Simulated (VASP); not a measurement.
Here is a VASP 6.6.1 calculation.

Contents of INCAR:

```
PREC = Accurate
ENCUT = 500
EDIFF = 1E-7
ISMEAR = -1
SIGMA = 0.02
LREAL = False
LASPH = True
NELM = 120
ALGO = Normal
ISIF = 3
LWAVE = False
LCHARG = False
IBRION = 2
NSW = 80
EDIFFG = -0.005
GGA_COMPAT = False
NELMIN = 4
```

KPOINTS

```
regular mesh
0
Gamma
  6 6 4
```

Contents of POSCAR:

```
KI
1.0
    4.9705500350      0.0000000000      0.0000000000
   -2.4852750175      4.3046226011      0.0000000000
    0.0000000000      0.0000000000      8.6682758660
K I
2 2
Direct
    0.0000000000      0.0000000000      0.0000000000
    0.0000000000      0.0000000000      0.5000000000
    0.3333333333      0.6666666667      0.2500000000
    0.6666666667      0.3333333333      0.7500000000
```

Potentials or basis: VASP PAW LDA potentials, release 64 (K_sv, I).

Run with:

```bash
$ cat potpaw_LDA.64/K_sv/POTCAR potpaw_LDA.64/I/POTCAR > POTCAR
$ mpirun -np 1 vasp_std > vasp.out
```

**Question.** Estimate the band gap on the k mesh.

**Answer.** 3.76 eV.

**Question.** Predict the space group after relaxing (to 0.1 Å).

**Answer.** P6_3/mmc (No. 194).

Final structure:
```xyz
4
Lattice="4.7087 0.0000 0.0000 -2.3544 4.0779 0.0000 0.0000 0.0000 8.3042" Properties=species:S:1:pos:R:3 pbc="T T T"
K     0.0000    0.0000    0.0000
K     0.0000    0.0000    4.1521
I     0.0000    2.7186    2.0761
I     2.3544    1.3593    6.2282
```

Caveat: spin-orbit coupling is left out, which moves the levels of the heavy elements. A k mesh can miss the band edges.
